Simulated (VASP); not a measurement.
# MgO (Fm-3m) in VASP: a series of runs

The runs below take MgO through single point, with LDA.

Program: VASP 6.6.1. These are calculated values, not measurements. Logs are shortened: lines on timing, memory, paths and dates and some standing lists are left out, and cuts for length are marked.

**What was measured.**

“Electronic structure of alkaline earth and post-transition metal oxides”, 2009, arxiv:0908.1581 quotes, for a bulk crystal of MgO: band gap 7.83 eV.

The results are compared with them further down.

**1. The cell of the first run**

It takes space group Fm-3m (No. 225, cubic). The conventional cell has a = 4.249 Å, b = 4.249 Å, c = 4.249 Å, α = 90.00°, β = 90.00°, γ = 90.00°. Within 2.8 Å of Mg (site symmetry m-3m) lie 6 O at 2.12 Å. O (site symmetry m-3m) has 6 Mg at 2.12 Å within 2.8 Å.

**2. Single point, LDA**

INCAR reads:

```
SYSTEM = MgO
PREC = Accurate
ENCUT = 840
EDIFF = 1E-6
ISMEAR = 0
SIGMA = 0.1
LREAL = .FALSE.
LASPH = .TRUE.
NELM = 120
ALGO = Normal
ISIF = 2
LWAVE = .FALSE.
LCHARG = .TRUE.
GGA = CA
LELF = .TRUE.
LVHAR = .TRUE.
NBANDS = 15
GGA_COMPAT = .FALSE.
```

KPOINTS reads:

```
regular mesh
0
G
  8 8 8
  0 0 0
```

POSCAR reads:

```
MgO
1.0
    0.0000000000      2.1245000000      2.1245000000
    2.1245000000      0.0000000000      2.1245000000
    2.1245000000      2.1245000000      0.0000000000
Mg O
1 1
Direct
    0.0000000000      0.0000000000      0.0000000000
    0.5000000000      0.5000000000      0.5000000000
```

Potentials or basis: VASP PAW LDA potentials, release 64 (Mg_sv, O).

On the command line:

```sh
$ cat potpaw_LDA.64/Mg_sv/POTCAR potpaw_LDA.64/O/POTCAR > POTCAR
$ mpirun -np 1 vasp_std > vasp.out
```

OUTCAR:

```text
SYSTEM = MgO
   PREC = Accurate
   ENCUT = 840
   EDIFF = 1E-6
   ISMEAR = 0
   LREAL = .FALSE.
   LASPH = .TRUE.
   NELM = 120
   ISIF = 2
   GGA = CA

 ion  position               nearest neighbor table
   1  0.000  0.000  0.000-   2 2.12   2 2.12   2 2.12   2 2.12   2 2.12   2 2.12
   2  0.500  0.500  0.500-   1 2.12   1 2.12   1 2.12   1 2.12   1 2.12   1 2.12

  LATTYP: Found a face centered cubic cell.
 ALAT       =     4.2490000000

  Lattice vectors:

 A1 = (   0.0000000000,   2.1245000000,   2.1245000000)
 A2 = (   2.1245000000,   0.0000000000,   2.1245000000)
 A3 = (   2.1245000000,   2.1245000000,   0.0000000000)

Analysis of symmetry for initial positions (statically):
=====================================================================
 Subroutine PRICEL returns:
 Original cell was already a primitive cell.

 Routine SETGRP: Setting up the symmetry group for a
 face centered cubic supercell.

 Subroutine GETGRP returns: Found 48 space group operations
 (whereof 48 operations were pure point group operations)
 out of a pool of 48 trial point group operations.

The static configuration has the point symmetry O_h .

Analysis of symmetry for dynamics (positions and initial velocities):
=====================================================================
 Subroutine PRICEL returns:
 Original cell was already a primitive cell.

 Routine SETGRP: Setting up the symmetry group for a
 face centered cubic supercell.

 Subroutine GETGRP returns: Found 48 space group operations
 (whereof 48 operations were pure point group operations)
 out of a pool of 48 trial point group operations.

The dynamic configuration has the point symmetry O_h .

 Subroutine INISYM returns: Found 48 space group operations
 (whereof 48 operations are pure point group operations),
 and found     1 'primitive' translations

----------------------------------------------------------------------------------------

                                     Primitive cell

  volume of cell :      19.1779

  direct lattice vectors                    reciprocal lattice vectors
     0.000000000  2.124500000  2.124500000    -0.235349494  0.235349494  0.235349494
     2.124500000  0.000000000  2.124500000     0.235349494 -0.235349494  0.235349494
     2.124500000  2.124500000  0.000000000     0.235349494  0.235349494 -0.235349494

  length of vectors
     3.004496713  3.004496713  3.004496713     0.407637281  0.407637281  0.407637281

  position of ions in fractional coordinates (direct lattice)
     0.000000000  0.000000000  0.000000000
     0.500000000  0.500000000  0.500000000

  ion indices of the primitive-cell ions
   primitive index   ion index
                 1           1
                 2           2

----------------------------------------------------------------------------------------
[... 87 lines left out ...]
   IALGO  =     38    algorithm
   IMIX   =      4    mixing-type and parameters
     AMIX     =   0.40;   BMIX     =  1.00
     AMIX_MAG =   1.60;   BMIX_MAG =  1.00
  volume/ion in A,a.u.               =       9.59        64.71
  Fermi-wavevector in a.u.,A,eV,Ry     =   1.541161  2.912373 32.316260  2.375178
  Thomas-Fermi vector in A             =   2.647146
   LORBIT       =      0    0 simple, 1 ext, 2 COOP (PROOUT), +10 PAW based schemes
   GGA     = CA    functional components
   LHFCALC =     F    Hartree Fock is set to
   AEXX    =    0.0000 exact exchange contribution
   IVDW    =     0    specifies the selected vdW correction
   LEPSILON=     F    determine dielectric tensor
   LRPA    =     F    only Hartree local field effects (RPA)
 non-spin polarized calculation
 Gauss-broadening in eV      SIGMA  =   0.10
  energy-cutoff  :      840.00
  volume of cell :       19.18
 maximum number of plane-waves:      1069
   NGX = 15   NGY = 15   NGZ = 15

 number of electron      15.9999997 magnetization

 Free energy of the ion-electron system (eV)
  ---------------------------------------------------
  ext. energy  EPLUGINS =         0.00000000
  ---------------------------------------------------
  free energy    TOTEN  =       -13.20324507 eV

  energy without entropy =      -13.20324507  energy(sigma->0) =      -13.20324507

 E-fermi :   3.0077     XC(G=0): -11.7983

 val. band max:        2.3934857259   @ k =   0.0000   0.0000   0.0000
 cond. band min:       6.8117942553   @ k =   0.0000   0.0000   0.0000
 fundamental gap:      4.4183085294
 Fermi energy:         3.0076550261

 k-point     1 :       0.0000    0.0000    0.0000
  band No.  band energies     occupation
      1     -69.0314      2.00000
      2     -36.4953      2.00000
      3     -36.4953      2.00000
      4     -36.4953      2.00000
      5     -14.4573      2.00000
      6       2.3935      2.00000
      7       2.3935      2.00000
      8       2.3935      2.00000
      9       6.8118      0.00000
     10      17.7806      0.00000
     11      17.7806      0.00000
     12      17.7806      0.00000
     13      21.7388      0.00000
     14      23.3439      0.00000
[... 401 lines left out ...]
      2     -36.5639      2.00000
      3     -36.5237      2.00000
      4     -36.5105      2.00000
      5     -13.0083      2.00000
      6      -1.5663      2.00000
      7       0.4886      2.00000
      8       1.4230      2.00000
      9      11.7188      0.00000
     10      14.1487      0.00000
     11      15.3479      0.00000
     12      18.6796      0.00000
     13      22.3491      0.00000
     14      23.7982      0.00000
     15      27.7949      0.00000

 [... further k-points ...]

------------------------ aborting loop because EDIFF is reached ----------------------------------------

  FORCE on cell =-STRESS in cart. coord.  units (eV):
  Direction    XX          YY          ZZ          XY          YZ          ZX
  --------------------------------------------------------------------------------------
  -------------------------------------------------------------------------------------
  Total       -1.1088522     -1.1088522     -1.1088522      0.0000000      0.0000000      0.0000000
  in kB      -92.6369081    -92.6369081    -92.6369081      0.0000000      0.0000000      0.0000000
  external PRESSURE =     -92.6369081 kB  Pullay stress =       0.0000000 kB

 VOLUME and BASIS-vectors are now :
 -----------------------------------------------------------------------------
  energy-cutoff  :      840.00
  volume of cell :       19.18
      direct lattice vectors                 reciprocal lattice vectors
     0.000000000  2.124500000  2.124500000    -0.235349494  0.235349494  0.235349494
     2.124500000  0.000000000  2.124500000     0.235349494 -0.235349494  0.235349494
     2.124500000  2.124500000  0.000000000     0.235349494  0.235349494 -0.235349494

 POSITION                                       TOTAL-FORCE (eV/Angst)
 -----------------------------------------------------------------------------------
      0.00000      0.00000      0.00000         0.000000     -0.000000      0.000000
      2.12450      2.12450      2.12450        -0.000000      0.000000     -0.000000
 -----------------------------------------------------------------------------------
    total drift:                                0.000000      0.000000      0.000000

  FREE ENERGIE OF THE ION-ELECTRON SYSTEM (eV)
  ---------------------------------------------------
  free  energy   TOTEN  =       -13.2032450741 eV

  energy  without entropy=      -13.2032450741  energy(sigma->0) =      -13.20324507
```

OSZICAR:

```text
N       E                     dE             d eps       ncg     rms          rms(c)
DAV:   1     0.151833443304E+03    0.15183E+03   -0.13869E+04   870   0.178E+03
DAV:   2    -0.950817011771E+01   -0.16134E+03   -0.15224E+03  1010   0.432E+02
DAV:   3    -0.147468396859E+02   -0.52387E+01   -0.52121E+01  1180   0.751E+01
DAV:   4    -0.148082185691E+02   -0.61379E-01   -0.61375E-01   989   0.827E+00
DAV:   5    -0.148090187888E+02   -0.80022E-03   -0.80022E-03  1087   0.797E-01    0.848E+00
DAV:   6    -0.132732265438E+02    0.15358E+01   -0.24942E+00   933   0.149E+01    0.287E+00
DAV:   7    -0.132332108863E+02    0.40016E-01   -0.12921E-01  1003   0.334E+00    0.170E+00
DAV:   8    -0.132042513310E+02    0.28960E-01   -0.45973E-02  1115   0.214E+00    0.326E-01
DAV:   9    -0.132032120623E+02    0.10393E-02   -0.33931E-03   961   0.508E-01    0.804E-02
DAV:  10    -0.132032568532E+02   -0.44791E-04   -0.15750E-04  1094   0.165E-01    0.424E-02
DAV:  11    -0.132032452063E+02    0.11647E-04   -0.18429E-05  1003   0.510E-02    0.365E-03
DAV:  12    -0.132032450741E+02    0.13219E-06   -0.44637E-07   729   0.101E-02
   1 F= -.13203245E+02 E0= -.13203245E+02  d E =-.137248E-19
```

stdout:

```text
POSCAR found type information on POSCAR MgO
 POSCAR found :  2 types and       2 ions
 scaLAPACK will be used
 LDA part: xc-table for (Slater(with rela. corr.)+CA(PZ))
 , standard interpolation
 POSCAR, INCAR and KPOINTS ok, starting setup
 FFT: planning ... GRIDC
 FFT: planning ... GRID_SOFT
 FFT: planning ... GRID
 WAVECAR not read
 entering main loop
```

Run time: 8.2 s. Hardware: 1 thread of Intel Xeon Platinum 8488C (Sapphire Rapids), shared host; peak memory 0.14 GiB.

Results:

* Free energy: -13.2032 eV
* Pressure: -9.3 GPa
* Band gap on the k mesh: 4.42 eV

Caveat: the cell stands under tension. Expect the measured gap to be larger: semilocal functionals such as LDA lack the derivative discontinuity.

**3. Single point, LDA**

This run uses another cell than the first one, of 9.00 Å³/atom.

Edit INCAR of step 2 so:

```diff
@@ -5,3 +5,3 @@
 ISMEAR = 0
-SIGMA = 0.1
+SIGMA = 0.02
 LREAL = .FALSE.
@@ -13,3 +13,2 @@
 LCHARG = .TRUE.
-GGA = CA
 LELF = .TRUE.
```

KPOINTS reads:

```
regular mesh
0
G
  10 10 10
  0 0 0
```

POSCAR reads:

```
MgO
1.0
    0.0000000000      2.0803454603      2.0803454603
    2.0803454603      0.0000000000      2.0803454603
    2.0803454603      2.0803454603      0.0000000000
Mg O
1 1
Direct
    0.0000000000      0.0000000000      0.0000000000
    0.5000000000      0.5000000000      0.5000000000
```

Potentials or basis: VASP PAW LDA potentials, release 64 (Mg_sv, O).

On the command line:

```sh
$ cat potpaw_LDA.64/Mg_sv/POTCAR potpaw_LDA.64/O/POTCAR > POTCAR
$ mpirun -np 1 vasp_std > vasp.out
```

OUTCAR:

```text
SYSTEM = MgO
   PREC = Accurate
   ENCUT = 840
   EDIFF = 1E-6
   ISMEAR = 0
   LREAL = .FALSE.
   LASPH = .TRUE.
   NELM = 120
   ISIF = 2

 ion  position               nearest neighbor table
   1  0.000  0.000  0.000-   2 2.08   2 2.08   2 2.08   2 2.08   2 2.08   2 2.08
   2  0.500  0.500  0.500-   1 2.08   1 2.08   1 2.08   1 2.08   1 2.08   1 2.08

  LATTYP: Found a face centered cubic cell.
 ALAT       =     4.1606909206

  Lattice vectors:

 A1 = (   0.0000000000,   2.0803454603,   2.0803454603)
 A2 = (   2.0803454603,   0.0000000000,   2.0803454603)
 A3 = (   2.0803454603,   2.0803454603,   0.0000000000)

[... 616 lines left out ...]

  FORCE on cell =-STRESS in cart. coord.  units (eV):
  Direction    XX          YY          ZZ          XY          YZ          ZX
  --------------------------------------------------------------------------------------
  -------------------------------------------------------------------------------------
  Total        0.0479576      0.0479576      0.0479576     -0.0000000      0.0000000     -0.0000000
  in kB        4.2670854      4.2670854      4.2670854     -0.0000000      0.0000000     -0.0000000
  external PRESSURE =       4.2670854 kB  Pullay stress =       0.0000000 kB

 VOLUME and BASIS-vectors are now :
 -----------------------------------------------------------------------------
  energy-cutoff  :      840.00
  volume of cell :       18.01
      direct lattice vectors                 reciprocal lattice vectors
     0.000000000  2.080345460  2.080345460    -0.240344697  0.240344697  0.240344697
     2.080345460  0.000000000  2.080345460     0.240344697 -0.240344697  0.240344697
     2.080345460  2.080345460  0.000000000     0.240344697  0.240344697 -0.240344697

 POSITION                                       TOTAL-FORCE (eV/Angst)
 -----------------------------------------------------------------------------------
      0.00000      0.00000      0.00000        -0.000000      0.000000      0.000000
      2.08035      2.08035      2.08035         0.000000     -0.000000     -0.000000
 -----------------------------------------------------------------------------------
    total drift:                                0.000000      0.000000      0.000000

  FREE ENERGIE OF THE ION-ELECTRON SYSTEM (eV)
  ---------------------------------------------------
  free  energy   TOTEN  =       -13.2334896855 eV

  energy  without entropy=      -13.2334896855  energy(sigma->0) =      -13.23348969
```

OSZICAR:

```text
N       E                     dE             d eps       ncg     rms          rms(c)
DAV:   1     0.159632316997E+03    0.15963E+03   -0.13564E+04  1410   0.178E+03
DAV:   2    -0.889289576361E+01   -0.16853E+03   -0.15898E+03  1606   0.443E+02
DAV:   3    -0.147642809652E+02   -0.58714E+01   -0.58312E+01  1851   0.790E+01
DAV:   4    -0.148610002817E+02   -0.96719E-01   -0.96703E-01  1620   0.960E+00
DAV:   5    -0.148624550148E+02   -0.14547E-02   -0.14547E-02  1774   0.998E-01    0.848E+00
DAV:   6    -0.132966951039E+02    0.15658E+01   -0.24087E+00  1529   0.151E+01    0.274E+00
DAV:   7    -0.132621121705E+02    0.34583E-01   -0.14545E-01  1648   0.339E+00    0.166E+00
DAV:   8    -0.132348551608E+02    0.27257E-01   -0.45407E-02  1739   0.212E+00    0.359E-01
DAV:   9    -0.132334572349E+02    0.13979E-02   -0.39447E-03  1529   0.556E-01    0.765E-02
DAV:  10    -0.132334960476E+02   -0.38813E-04   -0.15349E-04  1816   0.150E-01    0.321E-02
DAV:  11    -0.132334897657E+02    0.62819E-05   -0.95517E-06  1676   0.351E-02    0.443E-03
DAV:  12    -0.132334896855E+02    0.80159E-07   -0.21800E-07  1034   0.629E-03
   1 F= -.13233490E+02 E0= -.13233490E+02  d E =-.473148E-48
```

Wall time 14 s (1 thread of Intel Xeon Platinum 8375C at 2.90GHz (Ice Lake), shared host); peak memory 0.15 GiB.

Results:

| Item | Value |
| --- | --- |
| Free energy | -13.2335 eV |
| Pressure | 0.4 GPa |
| Band gap on the k mesh | 5.03 eV |

Levels at points of the mesh, in eV from the valence-band top:
```tsv
k point	band 6	band 7	band 8	band 9	band 10	band 11
(0.00, 0.00, 0.00)	0.00	0.00	0.00	5.03	15.73	15.73
(0.50, 0.00, 0.00)	-4.86	-0.71	-0.71	7.97	12.83	16.39
(0.50, 0.50, 0.00)	-4.27	-1.42	-1.42	8.93	10.13	13.29
```

**4. Comparison with measurements**

Step 3. A measured gap of MgO is 7.83 eV (quoted in “Electronic structure of alkaline earth and post-transition metal oxides”, 2009, arxiv:0908.1581); the calculated 5.03 eV misses it by -2.80 eV. The value is that of LDA, without temperature or zero-point motion. Semilocal functionals fall short of measured gaps as a rule.
